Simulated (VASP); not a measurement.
# Au (P6_3/mmc) in VASP: notebook

The runs below take Au through single point, relaxation of cell and atoms, with PBE.

The COD entry that gives the cell may itself be a prediction, so a difference from it is no test against experiment.

Program: VASP 6.6.1. These are calculated values, not measurements. Logs are shortened: lines on timing, memory, paths and dates and some standing lists are left out, and cuts for length are marked.

**1. The cell of the first run**

It takes space group P6_3/mmc (No. 194, hexagonal). Conventional cell: a = 2.856 Å, b = 2.856 Å, c = 21.237 Å, α = 90.00°, β = 90.00°, γ = 120.00°. Au (site symmetry 3m) has 10 Au at 2.79 to 3.01 Å within 3.7 Å. Within 3.7 Å of Au (site symmetry 3m) lie 10 Au at 2.79 to 3.01 Å.

**2. Single point, PBE**

INCAR reads:

```
  PREC = Accurate
  ENCUT = 520
  EDIFF = 1E-6
  ISMEAR = 0
  SIGMA = 0.1
  LREAL = False
  LASPH = True
  NELM = 100
  ALGO = Normal
  ISIF = 2
  LWAVE = False
  LCHARG = True
  GGA = PE
  LELF = True
  LVHAR = True
  NBANDS = 54
```

KPOINTS reads:

```
regular mesh
0
Gamma
  15 15 2
```

POSCAR reads:

```
Au
1.0
    2.8564309232      0.0000000000      0.0000000000
   -1.4282154616      2.4737417437      0.0000000000
    0.0000000000      0.0000000000     21.2367744970
Au
8
Direct
    0.0000000000      0.0000000000      0.0657556356
    0.0000000000      0.0000000000      0.5657556356
    0.0000000000      0.0000000000      0.4342443644
    0.0000000000      0.0000000000      0.9342443644
    0.3333333333      0.6666666667      0.1842737823
    0.6666666667      0.3333333333      0.6842737823
    0.3333333333      0.6666666667      0.3157262177
    0.6666666667      0.3333333333      0.8157262177
```

Potentials or basis: VASP PAW PBE potentials, release 64 (Au).

On the command line:

```
$ cat potpaw_PBE.64/Au/POTCAR > POTCAR
$ mpirun -np 1 vasp_std > vasp.out
```

OUTCAR:

```text
PREC = Accurate
   ENCUT = 520
   EDIFF = 1E-6
   ISMEAR = 0
   LREAL = False
   LASPH = True
   NELM = 100
   ISIF = 2
   GGA = PE

 ion  position               nearest neighbor table
   1  0.000  0.000  0.066-   4 2.79   5 3.01   5 3.01   5 3.01
   2  0.000  0.000  0.566-   3 2.79   6 3.01   6 3.01   6 3.01
   3  0.000  0.000  0.434-   2 2.79   7 3.01   7 3.01   7 3.01
   4  0.000  0.000  0.934-   1 2.79   8 3.01   8 3.01   8 3.01
   5  0.333  0.667  0.184-   7 2.79   1 3.01   1 3.01   1 3.01
   6  0.667  0.333  0.684-   8 2.79   2 3.01   2 3.01   2 3.01
   7  0.333  0.667  0.316-   5 2.79   3 3.01   3 3.01   3 3.01
   8  0.667  0.333  0.816-   6 2.79   4 3.01   4 3.01   4 3.01

  LATTYP: Found a hexagonal cell.
 ALAT       =     2.8564309232
 C/A-ratio  =     7.4347236352

  Lattice vectors:

 A1 = (   2.8564309232,   0.0000000000,   0.0000000000)
 A2 = (  -1.4282154616,   2.4737417437,   0.0000000000)
 A3 = (   0.0000000000,   0.0000000000,  21.2367744970)

Analysis of symmetry for initial positions (statically):
=====================================================================
 Subroutine PRICEL returns:
 Original cell was already a primitive cell.

 Routine SETGRP: Setting up the symmetry group for a
 hexagonal supercell.

 Subroutine GETGRP returns: Found 24 space group operations
 (whereof 12 operations were pure point group operations)
 out of a pool of 24 trial point group operations.

The static configuration has the point symmetry D_3d.
 The point group associated with its full space group is D_6h.

Analysis of symmetry for dynamics (positions and initial velocities):
=====================================================================
 Subroutine PRICEL returns:
 Original cell was already a primitive cell.

 Routine SETGRP: Setting up the symmetry group for a
 hexagonal supercell.

 Subroutine GETGRP returns: Found 24 space group operations
 (whereof 12 operations were pure point group operations)
 out of a pool of 24 trial point group operations.

The dynamic configuration has the point symmetry D_3d.
 The point group associated with its full space group is D_6h.

 Subroutine INISYM returns: Found 24 space group operations
 (whereof 12 operations are pure point group operations),
 and found     1 'primitive' translations

----------------------------------------------------------------------------------------

                                     Primitive cell

  volume of cell :     150.0606

  direct lattice vectors                    reciprocal lattice vectors
     2.856430923  0.000000000  0.000000000     0.350087234  0.202122959  0.000000000
    -1.428215462  2.473741744  0.000000000     0.000000000  0.404245917  0.000000000
     0.000000000  0.000000000 21.236774497     0.000000000  0.000000000  0.047088130

  length of vectors
     2.856430923  2.856430923 21.236774497     0.404245917  0.404245917  0.047088130

  position of ions in fractional coordinates (direct lattice)
     0.000000000  0.000000000  0.065755636
     0.000000000  0.000000000  0.565755636
     0.000000000  0.000000000  0.434244364
     0.000000000  0.000000000  0.934244364
     0.333333333  0.666666667  0.184273782
     0.666666667  0.333333333  0.684273782
     0.333333333  0.666666667  0.315726218
     0.666666667  0.333333333  0.815726218

  ion indices of the primitive-cell ions
   primitive index   ion index
                 1           1
                 2           2
                 3           3
                 4           4
                 5           5
                 6           6
                 7           7
                 8           8

----------------------------------------------------------------------------------------

 KPOINTS: regular mesh

Automatic generation of k-mesh.
 Grid dimensions read from file:
 generate k-points for:   15   15    2

 Generating k-lattice:

  Cartesian coordinates                     Fractional coordinates (reciprocal lattice)
     0.023339149  0.013474864  0.000000000     0.066666667 -0.000000000  0.000000000
     0.000000000  0.026949728  0.000000000     0.000000000  0.066666667  0.000000000
     0.000000000  0.000000000  0.023544065     0.000000000  0.000000000  0.500000000

  Length of vectors
     0.026949728  0.026949728  0.023544065

  Shift w.r.t. Gamma in fractional coordinates (k-lattice)
     0.000000000  0.000000000  0.000000000

 Subroutine IBZKPT returns following result:
 ===========================================

 Found     54 irreducible k-points:

 Following reciprocal coordinates:
            Coordinates               Weight
  0.000000  0.000000  0.000000      1.000000
  0.066667  0.000000  0.000000      6.000000
  0.133333  0.000000  0.000000      6.000000
  0.200000  0.000000  0.000000      6.000000
  0.266667  0.000000  0.000000      6.000000
  0.333333  0.000000  0.000000      6.000000
[... 16 lines left out ...]
  0.333333  0.200000  0.000000     12.000000
  0.400000  0.200000  0.000000      6.000000
 [... further k-points ...]
   k-points           NKPTS =     54   k-points in BZ     NKDIM =     54   number of bands    NBANDS=     54
   number of dos      NEDOS =    301   number of ions     NIONS =      8
   total plane-waves  NPLWV =  92160
   dimension x,y,z NGX =    24 NGY =   24 NGZ =  160
   dimension x,y,z NGXF=    48 NGYF=   48 NGZF=  320
   ions per type =               8
   NGX,Y,Z   is equivalent  to a cutoff of  13.97, 13.97, 12.53 a.u.
   NGXF,Y,Z  is equivalent  to a cutoff of  27.94, 27.94, 25.05 a.u.
 SYSTEM =  unknown system
   PREC   = accura    normal or accurate (medium, high low for compatibility)
   ISTART =      0    job   : 0-new  1-cont  2-samecut
   ICHARG =      2    charge: 1-file 2-atom 10-const
   ISPIN  =      1    spin polarized calculation?
   LNONCOLLINEAR =      F non collinear calculations
   LSORBIT =      F    spin-orbit coupling
   LASPH  =      T    aspherical Exc in radial PAW
   ENCUT  =  520.0 eV  38.22 Ry    6.18 a.u.   5.31  5.31 39.49*2*pi/ulx,y,z
   NELM   =    100;   NELMIN=  2; NELMDL= -5     # of ELM steps
   EDIFF  = 0.1E-05   stopping-criterion for ELM
   LREAL  =      F    real-space projection
   EDIFFG = 0.1E-04   stopping-criterion for IOM
   NSW    =      0    number of steps for IOM
   IBRION =     -1    ionic relax: 0-MD 1-quasi-New 2-CG
   NFREE  =      0    steps in history (QN), initial steepest desc. (CG)
   ISIF   =      2    stress and relaxation
   ISYM   =      2    0-nonsym 1-usesym 2-fastsym
   POTIM  = 0.5000    time-step for ionic-motion
   TEBEG  =    0.0;   TEEND  =   0.0 temperature during run
   PSTRESS=    0.0 pullay stress
   NELECT =      88.0000    total number of electrons
   NUPDOWN=      -1.0000    fix difference up-down
   EMIN   =  10.00;   EMAX   =-10.00  energy-range for DOS
   EFERMI =   0.00;   METHOD = LEGACY
   ISMEAR =     0;   SIGMA  =   0.10  broadening in eV -4-tet -1-fermi 0-gaus
   EFERMI_NEDOS =   21; number of points for ismear=-14 and -15
   IALGO  =     38    algorithm
   IMIX   =      4    mixing-type and parameters
     AMIX     =   0.40;   BMIX     =  1.00
     AMIX_MAG =   1.60;   BMIX_MAG =  1.00
  volume/ion in A,a.u.               =      18.76       126.58
  Fermi-wavevector in a.u.,A,eV,Ry     =   1.370293  2.589479 25.547707  1.877704
  Thomas-Fermi vector in A             =   2.496092
   LORBIT       =      0    0 simple, 1 ext, 2 COOP (PROOUT), +10 PAW based schemes
   GGA     = PE    functional components
   LHFCALC =     F    Hartree Fock is set to
   AEXX    =    0.0000 exact exchange contribution
   IVDW    =     0    specifies the selected vdW correction
   LEPSILON=     F    determine dielectric tensor
   LRPA    =     F    only Hartree local field effects (RPA)
 non-spin polarized calculation
 Gauss-broadening in eV      SIGMA  =   0.10
  energy-cutoff  :      520.00
  volume of cell :      150.06
 maximum number of plane-waves:      4074
 NGX is ok and might be reduce to    24

 number of electron      88.0000008 magnetization

 Free energy of the ion-electron system (eV)
  ---------------------------------------------------
  ext. energy  EPLUGINS =         0.00000000
  ---------------------------------------------------
  free energy    TOTEN  =       -25.35773708 eV

  energy without entropy =      -25.34602304  energy(sigma->0) =      -25.35188006

 E-fermi :   7.8371     XC(G=0): -12.1006

 val. band max:        7.7966415858   @ k =   0.2667   0.0667   0.0000
 cond. band min:       7.8622552409   @ k =   0.1333   0.0667   0.5000
 fundamental gap:      0.0656136551
 Fermi energy:         7.8370855356

 k-point     1 :       0.0000    0.0000    0.0000
  band No.  band energies     occupation
      1      -0.9901      2.00000
      2      -0.6321      2.00000
      3      -0.6307      2.00000
      4       0.0293      2.00000
      5       0.4383      2.00000
      6       0.8984      2.00000
[... 46 lines left out ...]
     53      16.4471      0.00000
     54      19.7857      0.00000

 k-point     2 :       0.0667    0.0000    0.0000
  band No.  band energies     occupation
      1      -0.8479      2.00000
      2      -0.4900      2.00000
      3      -0.4885      2.00000
      4       0.1702      2.00000
      5       0.5805      2.00000
      6       1.0337      2.00000
[... 46 lines left out ...]
     53      16.5470      0.00000
     54      19.9397      0.00000

 k-point     3 :       0.1333    0.0000    0.0000
  band No.  band energies     occupation
      1      -0.4381      2.00000
      2      -0.0827      2.00000
      3      -0.0812      2.00000
      4       0.5675      2.00000
      5       0.9785      2.00000
      6       1.4047      2.00000
[... 46 lines left out ...]
     53      16.8195      0.00000
     54      20.3221      0.00000
[... 1084 lines left out ...]
 k-point    23 :       0.3333    0.2000    0.0000
  band No.  band energies     occupation
      1       2.1056      2.00000
      2       2.1853      2.00000
      3       2.3281      2.00000
      4       2.3348      2.00000
      5       2.4089      2.00000
      6       2.4118      2.00000
[... 46 lines left out ...]
     53      13.2849      0.00000
     54      14.5155      0.00000

 k-point    24 :       0.4000    0.2000    0.0000
  band No.  band energies     occupation
      1       2.1271      2.00000
      2       2.1308      2.00000
      3       2.3451      2.00000
      4       2.3455      2.00000
      5       2.3518      2.00000
      6       2.3701      2.00000
[... 46 lines left out ...]
     53      13.5867      0.00000
     54      13.8146      0.00000

 [... further k-points ...]

------------------------ aborting loop because EDIFF is reached ----------------------------------------

  FORCE on cell =-STRESS in cart. coord.  units (eV):
  Direction    XX          YY          ZZ          XY          YZ          ZX
  --------------------------------------------------------------------------------------
  -------------------------------------------------------------------------------------
  Total       -0.2007563     -0.2007563     -0.2085728      0.0000000      0.0000000     -0.0000000
  in kB       -2.1434488     -2.1434488     -2.2269047      0.0000000      0.0000000     -0.0000000
  external PRESSURE =      -2.1712675 kB  Pullay stress =       0.0000000 kB

 VOLUME and BASIS-vectors are now :
 -----------------------------------------------------------------------------
  energy-cutoff  :      520.00
  volume of cell :      150.06
      direct lattice vectors                 reciprocal lattice vectors
     2.856430923  0.000000000  0.000000000     0.350087234  0.202122959  0.000000000
    -1.428215462  2.473741744  0.000000000     0.000000000  0.404245917  0.000000000
     0.000000000  0.000000000 21.236774497     0.000000000  0.000000000  0.047088130

 POSITION                                       TOTAL-FORCE (eV/Angst)
 -----------------------------------------------------------------------------------
      0.00000      0.00000      1.39644         0.000000     -0.000000      0.001276
      0.00000      0.00000     12.01482        -0.000000      0.000000      0.001276
      0.00000      0.00000      9.22195         0.000000     -0.000000     -0.001276
      0.00000      0.00000     19.84034         0.000000      0.000000     -0.001276
     -0.00000      1.64916      3.91338         0.000000      0.000000     -0.002022
      1.42822      0.82458     14.53177        -0.000000      0.000000     -0.002022
     -0.00000      1.64916      6.70501        -0.000000     -0.000000      0.002022
      1.42822      0.82458     17.32339        -0.000000     -0.000000      0.002022
 -----------------------------------------------------------------------------------
    total drift:                                0.000000      0.000000      0.000000

  FREE ENERGIE OF THE ION-ELECTRON SYSTEM (eV)
  ---------------------------------------------------
  free  energy   TOTEN  =       -25.3577370821 eV

  energy  without entropy=      -25.3460230420  energy(sigma->0) =      -25.35188006
```

It took 4.5 min on 1 thread of AMD EPYC 9R45 (Zen 5), shared host; peak memory 0.43 GiB.

What came out:

```yaml
Free_energy: -25.3577 eV
Pressure: -0.2 GPa
Band_gap_on_the_k_mesh: zero (band 44 reaches 10.72 eV, above the bottom of band 45 at 5.84 eV)
```

Forces in eV/Å, atoms in the order of the input:
```
Au   0.000  0.000  0.001
Au   0.000  0.000  0.001
Au   0.000  0.000 -0.001
Au   0.000  0.000 -0.001
Au   0.000  0.000 -0.002
Au   0.000  0.000 -0.002
Au   0.000  0.000  0.002
Au   0.000  0.000  0.002
```

Caveat: spin-orbit coupling is left out, which moves the levels of the heavy elements.

**3. Single point, PBE**

This run uses another cell than the first one, of 18.80 Å³/atom, 1.002 times its volume.

INCAR reads:

```
SYSTEM = Au
  PREC = Accurate
  ENCUT = 520
  EDIFF = 1E-7
  ISMEAR = 0
  SIGMA = 0.1
  LREAL = .FALSE.
  LASPH = .TRUE.
  NELM = 100
  ALGO = Normal
  ISIF = 2
  LWAVE = .FALSE.
  LCHARG = .TRUE.
  GGA = PE
  LELF = .TRUE.
  LVHAR = .TRUE.
  NBANDS = 54
```

KPOINTS reads:

```
regular mesh
0
G
  9 9 1
  0 0 0
```

POSCAR reads:

```
Au
1.0
    2.8683968908      0.0000000000      0.0000000000
   -1.4341984454      2.4841045756      0.0000000000
    0.0000000000      0.0000000000     21.1050005462
Au
8
Direct
    0.0000000000      0.0000000000      0.0658330712
    0.0000000000      0.0000000000      0.5658330712
    0.0000000000      0.0000000000      0.4341669288
    0.0000000000      0.0000000000      0.9341669288
    0.3333333333      0.6666666667      0.1841311388
    0.6666666667      0.3333333333      0.6841311388
    0.3333333333      0.6666666667      0.3158688612
    0.6666666667      0.3333333333      0.8158688612
```

Potentials or basis: VASP PAW PBE potentials, release 64 (Au).

On the command line:

```
$ cat potpaw_PBE.64/Au/POTCAR > POTCAR
$ mpirun -np 1 vasp_std > vasp.out
```

Wall time 72 s (1 thread of AMD EPYC 9R45 (Zen 5), shared host); peak memory 0.27 GiB.

Results (log left out):

```
Free energy            : -25.2517 eV
Pressure               : -0.3 GPa
Largest force          : 0.022 eV/Å
Band gap on the k mesh : zero (band 44 reaches 10.59 eV, above the bottom of band 45 at 5.81 eV)
```

Forces on the atoms (eV/Å):
```
Au   0.000  0.000  0.022
Au   0.000  0.000  0.022
Au   0.000  0.000 -0.022
Au   0.000  0.000 -0.022
Au   0.000  0.000 -0.016
Au   0.000  0.000 -0.016
Au   0.000  0.000  0.016
Au   0.000  0.000  0.016
```

Stress tensor (GPa, compression positive):
```
-0.47  0.00  0.00
 0.00 -0.47  0.00
 0.00  0.00  0.13
```

Levels at points of the mesh, in eV from the Fermi level:
```
           k point  band 41  band 42  band 43  band 44  band 45  band 46  band 47  band 48
(0.00, 0.00, 0.00)    -2.36    -1.97    -1.97    -1.97    -1.97    -1.79    -1.79    -0.95
```

Caveat: spin-orbit coupling is left out, which moves the levels of the heavy elements.

**4. Single point, PBE**

This run uses another cell than the first one: it holds 4 atoms, not 8.

INCAR reads:

```
ALGO = Normal ; EDIFF = 1E-6
ENCUT = 500 ; GGA = PE
GGA_COMPAT = F ; ISIF = 2
ISMEAR = 0 ; LASPH = T
LCHARG = F ; LREAL = F
LWAVE = F ; NBANDS = 30
NELM = 120 ; PREC = Accurate
SIGMA = 0.1
```

KPOINTS reads:

```
k-points
0
Gamma
  6 6 2
```

POSCAR reads:

```
Au
1.0
    3.2130423376      0.0000000000      0.0000000000
   -1.6065211688      2.7825762878      0.0000000000
    0.0000000000      0.0000000000      8.7509689683
Au
4
Direct
    0.0000000000      0.0000000000      0.2500000000
    0.0000000000      0.0000000000      0.7500000000
    0.3333333333      0.6666666667      0.7500000000
    0.6666666667      0.3333333333      0.2500000000
```

On the command line:

```
$ cat potpaw_PBE.64/Au/POTCAR > POTCAR
$ mpirun -np 1 vasp_std > vasp.out
```

Run time: 20 s. Hardware: 1 thread of Intel Xeon Platinum 8375C at 2.90GHz (Ice Lake), shared host; peak memory 0.18 GiB.

Results (log left out):

* Free energy: 41.6777 eV
* Pressure: 299.5 GPa
* Band gap on the k mesh: zero (band 22 reaches 9.11 eV, above the bottom of band 23 at 6.44 eV)

Stress tensor (GPa, compression positive):
```
449.88   0.00   0.00
  0.00 449.88   0.00
  0.00   0.00  -1.22
```

Levels at points of the mesh, in eV from the Fermi level:
```csv
k point,band 20,band 21,band 22,band 23,band 24,band 25
"(0.00, 0.00, 0.00)",-3.21,-2.98,-2.41,-2.36,0.15,5.81
"(0.50, 0.00, 0.00)",-1.52,-1.03,-1.03,3.04,3.19,3.71
"(0.00, 0.00, 0.50)",-3.22,-2.39,-2.39,-1.59,-1.59,8.17
"(0.50, 0.00, 0.50)",-1.52,-1.03,-1.03,3.05,3.05,4.88
```

Caveat: the k points lie up to 0.38 Å⁻¹ apart; spin-orbit coupling is left out, which moves the levels of the heavy elements.

[end of part 1 of 2]
